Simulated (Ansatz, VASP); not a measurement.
CdS: VASP beside Ansatz

```xyz
4
Lattice="4.0414 0.0000 0.0000 -2.0207 3.4999 0.0000 0.0000 0.0000 6.8360" Properties=species:S:1:pos:R:3 pbc="T T T"
Cd    0.0000    2.3333    0.0259
Cd    2.0207    1.1666    3.4438
S     0.0000    2.3333    2.5376
S     2.0207    1.1666    5.9556
```

Change from the starting cell: film at in-plane strain -0.02.

Alike in both runs: task single point; functional PBEsol; k mesh 6 × 6 × 4; non-collinear spin, spin-orbit coupling.

|  | VASP | Ansatz |
| --- | --- | --- |
| version | VASP 6.6.1 | Ansatz 0.2.0 |
| potentials or method | VASP PAW PBE potentials, release 64 (Cd, S), cutoff 520 eV | all-electron LAPW |
| occupations | gaussian, width 0.01 eV | fixed |

|  | VASP | Ansatz | Ansatz less VASP |
| --- | --- | --- | --- |
| pressure (GPa) | 1.7 | 1.3 | -0.45 |
| traceless stress, the component that is largest in VASP (GPa) | -1.31 | -1.31 | -0.002 |
| rms of the force components (eV/Å) | 0.003 | 0.000 | -0.0028 |

VASP's potentials were made for PBE, not for PBEsol. Atom by atom the forces differ by 0.003 eV/Å (rms over components). Ansatz ran all-electron here, and VASP with PAW potentials.
